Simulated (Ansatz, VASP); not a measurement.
## MnS in VASP and in Ansatz

File INCAR:

```
SYSTEM = MnS
ALGO = Normal ; EDIFF = 1E-7
ENCUT = 520 ; GGA = PE
ISIF = 2 ; ISMEAR = 0
ISPIN = 2 ; LASPH = .TRUE.
LCHARG = .FALSE. ; LMAXMIX = 4
LORBIT = 11 ; LREAL = .FALSE.
LWAVE = .FALSE. ; MAGMOM = 4 0
NBANDS = 20 ; NELM = 150
PREC = Accurate ; SIGMA = 0.012
```

Contents of KPOINTS:

```
k-points
0
G
  9 9 9
  0 0 0
```

The input POSCAR:

```
MnS
1.0
    0.0000000000      2.4734634191      2.4734634191
    2.4734634191      0.0000000000      2.4734634191
    2.4734634191      2.4734634191      0.0000000000
Mn S
1 1
Direct
    0.0000000000      0.0000000000      0.0000000000
    0.7500000000      0.7500000000      0.7500000000
```

The input input.yaml:

```yaml
crystal:
  lattice:
    - [0.0, 2.4734634191, 2.4734634191]
    - [2.4734634191, 0.0, 2.4734634191]
    - [2.4734634191, 2.4734634191, 0.0]
  atoms:
    - { symbol: Mn, position: [0.0, 0.0, 0.0], spin: 4.0 }
    - { symbol: S, position: [0.75, 0.75, 0.75] }
kpoints:
  mp_grid: { grid: [9, 9, 9] }
scf:
  occupations: { method: gaussian, width: 0.012 }
hamiltonian:
  xc: pbe
  pseudopotentials: { kind: all_electron, lapw: { basis_error: 0.001 } }
magnetization:
  spin_polarized: true
output:
  forces: true
  stress: true
  eigenvalues: true
```

Alike in both runs: task single point; functional PBE; k mesh 9 × 9 × 9; occupations gaussian, width 0.012 eV; collinear spin.

|  | VASP | Ansatz |
| --- | --- | --- |
| version | VASP 6.6.1 | Ansatz 0.2.0 |
| potentials or method | VASP PAW PBE potentials, release 64 (Mn_pv, S), cutoff 520 eV | all-electron LAPW, scalar-relativistic |

Ansatz gave:

```
gap on the k mesh at the Fermi level (eV)                     : none
pressure (GPa)                                                : 2.9
net moment per atom (μB)                                      : 0.11
size of the moment on the site where the two differ most (μB) : 0.21
```

**Question.** Which values does VASP return?

**Answer.** gap on the k mesh at the Fermi level (eV): none; pressure (GPa): 3.0; net moment per atom (μB): 0.11; size of the moment on the site where the two differ most (μB): 0.21.

Site moments also hang on the region over which each program counts them. A gap of «none» marks a metal or a gap that the smearing closes. Ansatz ran all-electron here, and VASP with PAW potentials.
